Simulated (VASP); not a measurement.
# TiAl (P-6m2) in VASP: notebook

The runs below take TiAl through single point, with PBEsol.

Program: VASP 6.6.1. These are calculated values, not measurements. Logs are shortened: lines on timing, memory, paths and dates and some standing lists are left out, and cuts for length are marked.

### 1 The cell of the first run

Symmetry: P-6m2, No. 187, hexagonal system. Conventional cell: a = 2.848 Å, b = 2.848 Å, c = 4.435 Å, α = 90.00°, β = 90.00°, γ = 120.00°. Ti (site symmetry -6m2) has 6 Al at 2.76 Å and 6 Ti at 2.85 Å within 3.6 Å. Al (site symmetry -6m2) has 6 Ti at 2.76 Å and 6 Al at 2.85 Å within 3.6 Å.

### 2 Single point, PBEsol (strain +0.000 along x and y, -0.040 along z)

File INCAR:

```
SYSTEM = TiAl
ALGO = Fast
EDIFF = 1E-6
ENCUT = 520
GGA = PS
ISIF = 2
ISMEAR = 0
LASPH = .True.
LCHARG = .True.
LELF = .True.
LREAL = .False.
LVHAR = .True.
LWAVE = .False.
NBANDS = 14
NELM = 60
PREC = Accurate
SIGMA = 0.15
```

File KPOINTS:

```
k-points
0
Gamma
  24 24 14
  0 0 0
```

File POSCAR:

```
TiAl
1.0
    2.8478212847      0.0000000000      0.0000000000
   -1.4239106423      2.4662855780      0.0000000000
    0.0000000000      0.0000000000      4.4351469498
Ti Al
1 1
Direct
    0.0000000000      0.0000000000      0.0000000000
    0.3333333333      0.6666666667      0.5000000000
```

Potentials or basis: VASP PAW PBE potentials, release 64 (Ti_sv, Al).

Run with:

```bash
cat potpaw_PBE.64/Ti_sv/POTCAR potpaw_PBE.64/Al/POTCAR > POTCAR
mpirun -np 1 vasp_std > vasp.out
```

OUTCAR:

```text
SYSTEM = TiAl
   EDIFF = 1E-6
   ENCUT = 520
   GGA = PS
   ISIF = 2
   ISMEAR = 0
   LASPH = .True.
   LREAL = .False.
   NELM = 60
   PREC = Accurate

 ion  position               nearest neighbor table
   1  0.000  0.000  0.000-   2 2.76   2 2.76   2 2.76   2 2.76   2 2.76   2 2.76
   2  0.333  0.667  0.500-   1 2.76   1 2.76   1 2.76   1 2.76   1 2.76   1 2.76

  LATTYP: Found a hexagonal cell.
 ALAT       =     2.8478212847
 C/A-ratio  =     1.5573824712

  Lattice vectors:

 A1 = (   2.8478212847,   0.0000000000,   0.0000000000)
 A2 = (  -1.4239106423,   2.4662855780,   0.0000000000)
 A3 = (   0.0000000000,   0.0000000000,   4.4351469498)

Analysis of symmetry for initial positions (statically):
=====================================================================
 Subroutine PRICEL returns:
 Original cell was already a primitive cell.

 Routine SETGRP: Setting up the symmetry group for a
 hexagonal supercell.

 Subroutine GETGRP returns: Found 12 space group operations
 (whereof 12 operations were pure point group operations)
 out of a pool of 24 trial point group operations.

The static configuration has the point symmetry D_3h.

Analysis of symmetry for dynamics (positions and initial velocities):
=====================================================================
 Subroutine PRICEL returns:
 Original cell was already a primitive cell.

 Routine SETGRP: Setting up the symmetry group for a
 hexagonal supercell.

 Subroutine GETGRP returns: Found 12 space group operations
 (whereof 12 operations were pure point group operations)
 out of a pool of 24 trial point group operations.

The dynamic configuration has the point symmetry D_3h.

 Subroutine INISYM returns: Found 12 space group operations
 (whereof 12 operations are pure point group operations),
 and found     1 'primitive' translations

----------------------------------------------------------------------------------------

                                     Primitive cell

  volume of cell :      31.1504

  direct lattice vectors                    reciprocal lattice vectors
     2.847821285  0.000000000  0.000000000     0.351145630  0.202734024  0.000000000
    -1.423910642  2.466285578  0.000000000     0.000000000  0.405468048  0.000000000
     0.000000000  0.000000000  4.435146950     0.000000000  0.000000000  0.225471672

  length of vectors
     2.847821285  2.847821285  4.435146950     0.405468048  0.405468048  0.225471672

  position of ions in fractional coordinates (direct lattice)
     0.000000000  0.000000000  0.000000000
     0.333333333  0.666666667  0.500000000

  ion indices of the primitive-cell ions
   primitive index   ion index
                 1           1
                 2           2

----------------------------------------------------------------------------------------

 KPOINTS: k-points

Automatic generation of k-mesh.
 Grid dimensions read from file:
 generate k-points for:   24   24   14

 Generating k-lattice:

  Cartesian coordinates                     Fractional coordinates (reciprocal lattice)
     0.014631068  0.008447251  0.000000000     0.041666667  0.000000000  0.000000000
     0.000000000  0.016894502  0.000000000     0.000000000  0.041666667  0.000000000
     0.000000000  0.000000000  0.016105119     0.000000000  0.000000000  0.071428571

  Length of vectors
     0.016894502  0.016894502  0.016105119

  Shift w.r.t. Gamma in fractional coordinates (k-lattice)
     0.000000000  0.000000000  0.000000000

 Subroutine IBZKPT returns following result:
 ===========================================

 Found    488 irreducible k-points:

 Following reciprocal coordinates:
            Coordinates               Weight
  0.000000  0.000000  0.000000      1.000000
  0.041667  0.000000  0.000000      6.000000
  0.083333 -0.000000  0.000000      6.000000
  0.125000 -0.000000  0.000000      6.000000
  0.166667 -0.000000  0.000000      6.000000
  0.208333  0.000000  0.000000      6.000000
[... 16 lines left out ...]
  0.416667  0.041667  0.000000     12.000000
  0.458333  0.041667  0.000000     12.000000
 [... further k-points ...]
   k-points           NKPTS =    488   k-points in BZ     NKDIM =    488   number of bands    NBANDS=     14
   number of dos      NEDOS =    301   number of ions     NIONS =      2
   total plane-waves  NPLWV =  20736
   dimension x,y,z NGX =    24 NGY =   24 NGZ =   36
   dimension x,y,z NGXF=    48 NGYF=   48 NGZF=   72
   ions per type =               1   1
   NGX,Y,Z   is equivalent  to a cutoff of  14.01, 14.01, 13.49 a.u.
   NGXF,Y,Z  is equivalent  to a cutoff of  28.02, 28.02, 26.99 a.u.
 SYSTEM =  TiAl
   PREC   = accura    normal or accurate (medium, high low for compatibility)
   ISTART =      0    job   : 0-new  1-cont  2-samecut
   ICHARG =      2    charge: 1-file 2-atom 10-const
   ISPIN  =      1    spin polarized calculation?
   LNONCOLLINEAR =      F non collinear calculations
   LSORBIT =      F    spin-orbit coupling
   LASPH  =      T    aspherical Exc in radial PAW
   ENCUT  =  520.0 eV  38.22 Ry    6.18 a.u.   5.30  5.30  8.25*2*pi/ulx,y,z
   NELM   =     60;   NELMIN=  2; NELMDL= -5     # of ELM steps
   EDIFF  = 0.1E-05   stopping-criterion for ELM
   LREAL  =      F    real-space projection
   EDIFFG = 0.1E-04   stopping-criterion for IOM
   NSW    =      0    number of steps for IOM
   IBRION =     -1    ionic relax: 0-MD 1-quasi-New 2-CG
   NFREE  =      0    steps in history (QN), initial steepest desc. (CG)
   ISIF   =      2    stress and relaxation
   ISYM   =      2    0-nonsym 1-usesym 2-fastsym
   POTIM  = 0.5000    time-step for ionic-motion
   TEBEG  =    0.0;   TEEND  =   0.0 temperature during run
   PSTRESS=    0.0 pullay stress
   NELECT =      15.0000    total number of electrons
   NUPDOWN=      -1.0000    fix difference up-down
   EMIN   =  10.00;   EMAX   =-10.00  energy-range for DOS
   EFERMI =   0.00;   METHOD = LEGACY
   ISMEAR =     0;   SIGMA  =   0.15  broadening in eV -4-tet -1-fermi 0-gaus
   EFERMI_NEDOS =   21; number of points for ismear=-14 and -15
   IALGO  =     68    algorithm
   IMIX   =      4    mixing-type and parameters
     AMIX     =   0.40;   BMIX     =  1.00
     AMIX_MAG =   1.60;   BMIX_MAG =  1.00
  volume/ion in A,a.u.               =      15.58       105.11
  Fermi-wavevector in a.u.,A,eV,Ry     =   1.283169  2.424838 22.402303  1.646523
  Thomas-Fermi vector in A             =   2.415438
   LORBIT       =      0    0 simple, 1 ext, 2 COOP (PROOUT), +10 PAW based schemes
   GGA     = PS    functional components
   LHFCALC =     F    Hartree Fock is set to
   AEXX    =    0.0000 exact exchange contribution
   IVDW    =     0    specifies the selected vdW correction
   LEPSILON=     F    determine dielectric tensor
   LRPA    =     F    only Hartree local field effects (RPA)
 non-spin polarized calculation
 RMM-DIIS sequential band-by-band and
 Gauss-broadening in eV      SIGMA  =   0.15
  energy-cutoff  :      520.00
  volume of cell :       31.15
 maximum number of plane-waves:       857
 NGX is ok and might be reduce to    24
   NGX = 11   NGY = 11   NGZ = 17

 number of electron      15.0000002 magnetization

 Free energy of the ion-electron system (eV)
  ---------------------------------------------------
  ext. energy  EPLUGINS =         0.00000000
  ---------------------------------------------------
  free energy    TOTEN  =       -12.90549894 eV

  energy without entropy =      -12.87504943  energy(sigma->0) =      -12.89027419

 E-fermi :   8.4282     XC(G=0): -11.3227

 val. band max:        8.4260749233   @ k =   0.3333   0.2917   0.2143
 cond. band min:       8.4305055692   @ k =   0.3333   0.3333   0.3571
 fundamental gap:      0.0044306459
 Fermi energy:         8.4282436983

 k-point     1 :       0.0000    0.0000    0.0000
  band No.  band energies     occupation
      1     -47.7179      2.00000
      2     -24.1601      2.00000
      3     -23.7031      2.00000
      4     -23.7031      2.00000
      5      -0.7070      2.00000
      6       6.2247      2.00000
      7       6.9977      2.00000
      8       9.7512      0.00000
      9       9.7512      0.00000
     10      11.2718      0.00000
     11      11.2718      0.00000
     12      13.2577      0.00000
     13      21.3523      0.00000
     14      21.3523      0.00000

 k-point     2 :       0.0417    0.0000    0.0000
  band No.  band energies     occupation
      1     -47.7161      2.00000
      2     -24.1583      2.00000
      3     -23.7142      2.00000
      4     -23.7056      2.00000
      5      -0.6628      2.00000
      6       6.2713      2.00000
      7       6.9936      2.00000
      8       9.7049      0.00000
      9       9.7879      0.00000
     10      11.2585      0.00000
     11      11.2919      0.00000
     12      13.2658      0.00000
     13      20.5670      0.00000
     14      20.8902      0.00000

 k-point     3 :       0.0833   -0.0000    0.0000
  band No.  band energies     occupation
      1     -47.7109      2.00000
      2     -24.1530      2.00000
      3     -23.7467      2.00000
      4     -23.7129      2.00000
      5      -0.5306      2.00000
      6       6.4076      2.00000
      7       6.9817      2.00000
      8       9.5731      0.00000
      9       9.8968      0.00000
     10      11.2197      0.00000
     11      11.3518      0.00000
     12      13.2884      0.00000
     13      19.2488      0.00000
     14      20.1991      0.00000

 k-point     4 :       0.1250   -0.0000    0.0000
  band No.  band energies     occupation
      1     -47.7025      2.00000
      2     -24.1447      2.00000
      3     -23.7981      2.00000
      4     -23.7245      2.00000
      5      -0.3120      2.00000
      6       6.6222      2.00000
      7       6.9633      2.00000
      8       9.3746      0.00000
      9      10.0744      0.00000
     10      11.1586      0.00000
     11      11.4504      0.00000
     12      13.3200      0.00000
     13      17.8894      0.00000
     14      19.5346      0.00000

 k-point     5 :       0.1667   -0.0000    0.0000
  band No.  band energies     occupation
      1     -47.6916      2.00000
      2     -24.1338      2.00000
      3     -23.8647      2.00000
      4     -23.7395      2.00000
      5      -0.0091      2.00000
      6       6.8921      2.00000
      7       6.9402      2.00000
      8       9.1371      0.00000
      9      10.3146      0.00000
     10      11.0802      0.00000
     11      11.5857      0.00000
[... 276 lines left out ...]
 k-point    22 :       0.3750    0.0417    0.0000
  band No.  band energies     occupation
      1     -47.6223      2.00000
      2     -24.2672      2.00000
      3     -24.0647      2.00000
      4     -23.8391      2.00000
      5       3.0173      2.00000
      6       6.8375      2.00000
      7       6.9159      2.00000
      8       7.7554      2.00000
      9      10.5310      0.00000
     10      12.0141      0.00000
     11      12.7140      0.00000
     12      12.8247      0.00000
     13      14.2563      0.00000
     14      16.2227      0.00000

 k-point    23 :       0.4167    0.0417    0.0000
  band No.  band energies     occupation
      1     -47.6154      2.00000
      2     -24.3064      2.00000
      3     -24.0578      2.00000
      4     -23.8487      2.00000
      5       3.7365      2.00000
      6       6.3166      2.00000
      7       6.8308      2.00000
      8       7.5361      2.00000
      9      10.4788      0.00000
     10      12.2571      0.00000
     11      12.8647      0.00000
     12      13.0078      0.00000
     13      14.3917      0.00000
     14      16.0442      0.00000

 k-point    24 :       0.4583    0.0417    0.0000
  band No.  band energies     occupation
      1     -47.6118      2.00000
      2     -24.3266      2.00000
      3     -24.0542      2.00000
      4     -23.8537      2.00000
      5       4.3931      2.00000
      6       5.6803      2.00000
      7       6.8276      2.00000
      8       7.4430      2.00000
      9      10.4518      0.00000
     10      12.4096      0.00000
     11      12.9619      0.00000
     12      13.1123      0.00000
     13      14.4967      0.00000
     14      15.9553      0.00000

 [... further k-points ...]
[... 5 lines left out ...]
  --------------------------------------------------------------------------------------
  -------------------------------------------------------------------------------------
  Total        0.6571772      0.6571772      2.0219200      0.0000000      0.0000000      0.0000000
  in kB       33.8009532     33.8009532    103.9945176      0.0000000      0.0000000      0.0000000
  external PRESSURE =      57.1988080 kB  Pullay stress =       0.0000000 kB

 VOLUME and BASIS-vectors are now :
 -----------------------------------------------------------------------------
  energy-cutoff  :      520.00
  volume of cell :       31.15
      direct lattice vectors                 reciprocal lattice vectors
     2.847821285  0.000000000  0.000000000     0.351145630  0.202734024  0.000000000
    -1.423910642  2.466285578  0.000000000     0.000000000  0.405468048  0.000000000
     0.000000000  0.000000000  4.435146950     0.000000000  0.000000000  0.225471672

 POSITION                                       TOTAL-FORCE (eV/Angst)
 -----------------------------------------------------------------------------------
      0.00000      0.00000      0.00000        -0.000000     -0.000000      0.000000
     -0.00000      1.64419      2.21757         0.000000      0.000000      0.000000
 -----------------------------------------------------------------------------------
    total drift:                                0.000000     -0.000000      0.000000

  FREE ENERGIE OF THE ION-ELECTRON SYSTEM (eV)
  ---------------------------------------------------
  free  energy   TOTEN  =       -12.9054989442 eV

  energy  without entropy=      -12.8750494284  energy(sigma->0) =      -12.89027419
```

It took 3.5 min on 1 thread of Intel Xeon 6975P-C (Granite Rapids), shared host; peak memory 0.33 GiB.

Results:

| Item | Value |
| --- | --- |
| Free energy | -12.9055 eV |
| Pressure | 5.7 GPa |

Stress tensor (GPa, compression positive):
```
 3.38  0.00  0.00
 0.00  3.38  0.00
 0.00  0.00 10.40
```

Levels at points of the mesh, in eV from the Fermi level:
| k point | band 5 | band 6 | band 7 | band 8 | band 9 | band 10 | band 11 | band 12 |
| --- | --- | --- | --- | --- | --- | --- | --- | --- |
| (0.00, 0.00, 0.00) | -9.14 | -2.20 | -1.43 | 1.32 | 1.32 | 2.84 | 2.84 | 4.83 |
| (0.50, 0.00, 0.00) | -3.92 | -2.91 | -1.62 | -1.02 | 2.12 | 4.14 | 4.54 | 4.59 |
| (0.00, 0.00, 0.50) | -8.03 | -5.32 | -0.22 | 1.34 | 1.34 | 2.72 | 2.72 | 7.79 |
| (0.50, 0.00, 0.50) | -3.89 | -2.37 | -1.92 | 0.59 | 1.08 | 1.84 | 3.57 | 4.14 |

Caveat: the cell differs from its parent crystal (strain +0.000 along x and y, -0.040 along z); the PAW data sets were made with another functional, which shifts forces and pressure a little.

### 3 Single point, PBEsol (strain -0.040 along x and y, +0.040 along z)

File INCAR:

```
PREC = Accurate ; ENCUT = 520
EDIFF = 1E-6 ; ISMEAR = 0
SIGMA = 0.15 ; LREAL = F
LASPH = T ; NELM = 100
ALGO = Fast ; ISIF = 2
LWAVE = F ; LCHARG = F
GGA = PS ; NBANDS = 14
```

File KPOINTS:

```
regular mesh
0
Gamma
  24 24 14
```

File POSCAR:

```
TiAl
1.0
    2.7339084333      0.0000000000      0.0000000000
   -1.3669542166      2.3676341549      0.0000000000
    0.0000000000      0.0000000000      4.8047425290
Ti Al
1 1
Direct
    0.0000000000      0.0000000000      0.0000000000
    0.3333333333      0.6666666667      0.5000000000
```

Potentials or basis: VASP PAW PBE potentials, release 64 (Ti_sv, Al).

Run with:

```bash
cat potpaw_PBE.64/Ti_sv/POTCAR potpaw_PBE.64/Al/POTCAR > POTCAR
mpirun -np 1 vasp_std > vasp.out
```

It took 3.5 min on 1 thread of Intel Xeon 6975P-C (Granite Rapids), shared host; peak memory 0.32 GiB.

The run converged. Its results:

```yaml
Free_energy: -12.8576 eV
Pressure: 4.6 GPa
```

Stress tensor (GPa, compression positive):
```
 9.44  0.00  0.00
 0.00  9.44  0.00
 0.00  0.00 -5.17
```

Levels at points of the mesh, in eV from the Fermi level:
| k point | band 3 | band 4 | band 5 | band 6 | band 7 | band 8 | band 9 | band 10 | band 11 | band 12 |
| --- | --- | --- | --- | --- | --- | --- | --- | --- | --- | --- |
| (0.00, 0.00, 0.00) | -32.03 | -32.03 | -9.50 | -2.74 | -2.52 | 1.34 | 1.34 | 3.17 | 3.17 | 3.24 |
| (0.50, 0.00, 0.00) | -32.49 | -32.23 | -3.84 | -2.71 | -1.84 | -1.33 | 2.39 | 3.93 | 4.12 | 4.54 |
| (0.00, 0.00, 0.50) | -32.03 | -32.03 | -8.73 | -5.64 | -0.97 | 1.35 | 1.35 | 3.12 | 3.12 | 5.75 |
| (0.50, 0.00, 0.50) | -32.49 | -32.23 | -3.80 | -2.61 | -2.09 | 0.73 | 0.89 | 2.26 | 2.51 | 4.54 |

Caveat: the cell differs from its parent crystal (strain -0.040 along x and y, +0.040 along z); the PAW data sets were made with another functional, which shifts forces and pressure a little.
